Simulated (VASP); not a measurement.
Wanted: the native input for a VASP 6.6.1 run.

| Property | Result |
| --- | --- |
| Task | single point |
| Functional | PBE |
| Dispersion | D3(BJ) |
| Potentials or basis | VASP PAW PBE potentials, release 64 (H, C, N) |
| Cutoff | 520 eV |
| k mesh | 2 × 2 × 1 |
| Occupations | fermi-dirac, width 0.05 eV |
| Spin | no spin polarisation |
| Dipole correction | no |
| Further INCAR settings | LREAL = Auto; ALGO = Normal; EDIFF = 1e-06; NBANDS = 70 |

The structure of H4C10N lies in POSCAR:

```
H4C10N
1.0
    5.0487420000      0.0000000000      0.0000000000
    0.0000000000      5.0487420000      0.0000000000
    0.0000000000      0.0000000000     18.1647000000
H C N
8 20 2
Direct
    0.4277897346      0.0000000000      0.0550518313
    0.0722160095      0.0000000000      0.0550518313
    0.9277954786      0.0000000000      0.0550518313
    0.5722217535      0.0000000000      0.0550518313
    0.4277897346      0.5000057440      0.0550518313
    0.0722160095      0.5000057440      0.0550518313
    0.9277954786      0.5000057440      0.0550518313
    0.5722217535      0.5000057440      0.0550518313
    0.2500028720      0.0000000000      0.0899932286
    0.7500086160      0.0000000000      0.0899932286
    0.2500028720      0.5000057440      0.0899932286
    0.7500086160      0.5000057440      0.0899932286
    0.2500028720      0.2500028720      0.1391269881
    0.7500086160      0.2500028720      0.1391269881
    0.2500028720      0.7500086160      0.1391269881
    0.7500086160      0.7500086160      0.1391269881
    0.0041198382      0.2388713862      0.1805700067
    0.4972921967      0.2400201872      0.1812306286
    0.0024164435      0.7683300117      0.1926373681
    0.5012733865      0.7694788127      0.1923180675
    0.0041396451      0.0155088139      0.2403067488
    0.4992332743      0.0163208974      0.2404884198
    0.0018222361      0.4951332431      0.2470726189
    0.4998670956      0.4929544825      0.2469845359
    0.2527758400      0.0979649980      0.2792063728
    0.7512960654      0.0971331076      0.2774997660
    0.2511516730      0.3853435173      0.2732552698
    0.7529796531      0.3837391572      0.2702219139
    0.8229970951      0.3763313713      0.6159584249
    1.0238392059      0.3140386259      0.6094733191
```

These files were run (other wordings do the same):

INCAR

```
SYSTEM = H4C10N
ALGO = Normal ; EDIFF = 1E-6
ENCUT = 520 ; GGA = PE
ISIF = 2 ; ISMEAR = -1
IVDW = 12 ; LASPH = .True.
LCHARG = .False. ; LREAL = Auto
LWAVE = .False. ; NBANDS = 70
NELM = 100 ; PREC = Accurate
SIGMA = 0.05
```

KPOINTS

```
k-points
0
Gamma
  2 2 1
  0 0 0
```

Potentials or basis: VASP PAW PBE potentials, release 64 (H, C, N).

Run with:

```console
$ cat potpaw_PBE.64/H/POTCAR potpaw_PBE.64/C/POTCAR potpaw_PBE.64/N/POTCAR > POTCAR
$ mpirun -np 1 vasp_std > vasp.out
```

Results of the run:

- Largest force: 8.960 eV/Å
- Band gap on the k mesh: 0.89 eV, direct
- Dispersion energy per atom: -0.104 eV

Caveat: the k points lie up to 0.62 Å⁻¹ apart; the standard files for N, O and F lose accuracy on very short bonds.

It took 6.5 min on 1 thread of AMD EPYC 7R43 64-Core Processor (Zen 3) (shared host), peak memory 0.46 GiB.
